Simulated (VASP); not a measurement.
A run of VASP 6.6.1 is set up as follows.

INCAR

```
ALGO = Normal ; EDIFF = 1E-7
EDIFFG = -0.01 ; ENCUT = 500
GGA = PS ; GGA_COMPAT = F
IBRION = 2 ; ISIF = 3
ISMEAR = -1 ; LASPH = T
LCHARG = F ; LREAL = F
LWAVE = F ; NELM = 120
NELMIN = 4 ; NSW = 100
PREC = Accurate ; SIGMA = 0.03
```

Contents of KPOINTS:

```
k-points
0
Gamma
  6 6 4
```

The input POSCAR:

```
SiGe
1.0
    3.9803045614      0.0000000000      0.0000000000
   -1.9901522807      3.4470448650      0.0000000000
    0.0000000000      0.0000000000      4.9751163000
Ge Si
2 2
Direct
    0.3333333333      0.6666666667      0.2500000000
    0.6666666667      0.3333333333      0.7500000000
    0.6666666667      0.3333333333      0.2500000000
    0.3333333333      0.6666666667      0.7500000000
```

Potentials or basis: VASP PAW PBE potentials, release 64 (Ge_d, Si).

Run with:

```console
$ cat potpaw_PBE.64/Ge_d/POTCAR potpaw_PBE.64/Si/POTCAR > POTCAR
$ mpirun -np 1 vasp_std > vasp.out
```

Q: Predict the relaxed volume.

A: 20.64 Å³/atom.

Q: Predict the space group after relaxing (to 0.1 Å).

A: P6_3/mmc (No. 194).

Q: Predict the relaxed cell.

A: a = 4.175 Å, b = 4.175 Å, c = 5.467 Å, α = 90.00°, β = 90.00°, γ = 120.00°.

Q: Estimate the band gap on the k mesh.

A: Zero (bands 18 and 19 overlap by 2.41 eV).

The path:
```csv
step,energy change (eV),largest force (eV/Å),pressure (GPa),volume (Å³)
1,0.0000,0.0000,21.74,68.26
2,-0.5653,0.0000,-7.19,93.75
3,-0.8388,0.0000,-0.18,82.71
4,-0.8386,0.0000,-0.52,83.02
5,-0.8606,0.0000,-0.39,82.94
6,-0.8607,0.0000,-0.36,82.93
7,-0.8607,0.0000,-0.35,82.93
8,-0.8611,0.0000,0.12,82.42
9,-0.8611,0.0000,0.01,82.54
```

Caveat: the volume moved by over 15 % at a fixed basis, so the end points are rough; the PAW data sets were made with another functional, which shifts forces and pressure a little.
